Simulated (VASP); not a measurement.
Runs of VASP 6.6.1 on TaN. The structure is that of space group P6/mmm (No. 191), or close to it. The cells are those of the table. 

| cell | gap on the mesh (eV) | pressure (GPa) |
| --- | --- | --- |
| a = 5.253, b = 5.253, c = 2.946 Å, angles 90.0, 90.0, 120.0°, 6 atoms | none | -15.6 |
| a = 5.287, b = 5.287, c = 2.965 Å, angles 90.0, 90.0, 120.0°, 6 atoms | none | (a) |
| a = 5.115, b = 5.115, c = 2.869 Å, angles 90.0, 90.0, 120.0°, 6 atoms | none | (b) |
| a = 5.079, b = 5.079, c = 2.849 Å, angles 90.0, 90.0, 120.0°, 6 atoms | none | 18.8 |
| a = 5.150, b = 5.150, c = 2.888 Å, angles 90.0, 90.0, 120.0°, 6 atoms | none | 2.8 |
| a = 5.185, b = 5.185, c = 2.937 Å, angles 90.0, 90.0, 120.0°, 6 atoms | none | -7.9 |

Alike in all rows: task electric field gradients; level LDA; potentials or basis VASP PAW LDA potentials, release 64 (Ta_sv_GW, N); no spin polarisation; k mesh 5 × 5 × 8; cutoff (eV) 520; smearing fermi-dirac 0.03 eV.

Task: Fill in the values left out.

Result: (a) -20.6; (b) 10.4.

Caveats: spin-orbit coupling is left out, which moves the levels of the heavy elements; the stress differs along the axes, from -20 to -14 GPa (at least some runs); the stress differs along the axes, from -26 to -18 GPa (at least some runs); the cell stands under pressure (at least some runs); the stress differs along the axes, from 17 to 23 GPa (at least some runs); the stress differs along the axes, from -13 to -6 GPa (at least some runs).

A k mesh can miss the band edges, and the runs leave out spin-orbit coupling on Ta.

A gap of «none» marks levels without a gap at the run's occupations.
